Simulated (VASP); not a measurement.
A run of VASP 6.6.1:

The input POSCAR:

```
Pd
1.0
    0.0000000000      1.9765448986      1.9765448986
    1.9765448986      0.0000000000      1.9765448986
    1.9765448986      1.9765448986      0.0000000000
Pd
1
Direct
    0.0000000000      0.0000000000      0.0000000000
```

The input INCAR.step1:

```
PREC = Accurate
ENCUT = 520
EDIFF = 1E-5
ISMEAR = -1
SIGMA = 0.1
LREAL = False
LASPH = True
NELM = 100
ALGO = Normal
ISIF = 2
LWAVE = True
LCHARG = False
GGA = PE
NBANDS = 11
```

File INCAR.step2:

```
PREC = Accurate
ENCUT = 520
EDIFF = 1E-6
ISMEAR = -1
SIGMA = 0.1
LREAL = False
LASPH = True
NELM = 100
ALGO = Normal
ISIF = 2
LWAVE = False
LCHARG = False
GGA = PE
LHFCALC = True
HFSCREEN = 0.2079
PRECFOCK = Normal
ISTART = 1
NBANDS = 11
```

KPOINTS

```
Automatic mesh
0
Gamma
  6 6 6
```

Potentials or basis: VASP PAW PBE potentials, release 64 (Pd).

The run is started by

```console
$ cat potpaw_PBE.64/Pd/POTCAR > POTCAR
$ cp INCAR.step1 INCAR
$ mpirun -np 1 vasp_std > vasp.out
$ cp INCAR.step2 INCAR
$ mpirun -np 1 vasp_std > vasp.out
```

Hardware: 1 thread of Intel(R) Xeon(R) Platinum 8488C (Sapphire Rapids), on a shared host.

**Question.** Estimate the wall time of this run.

**Answer.** Wall time 3.7 min on 1 thread of Intel(R) Xeon(R) Platinum 8488C (Sapphire Rapids), with other jobs on the host, peak memory 0.25 GiB. Counts: k points 16.
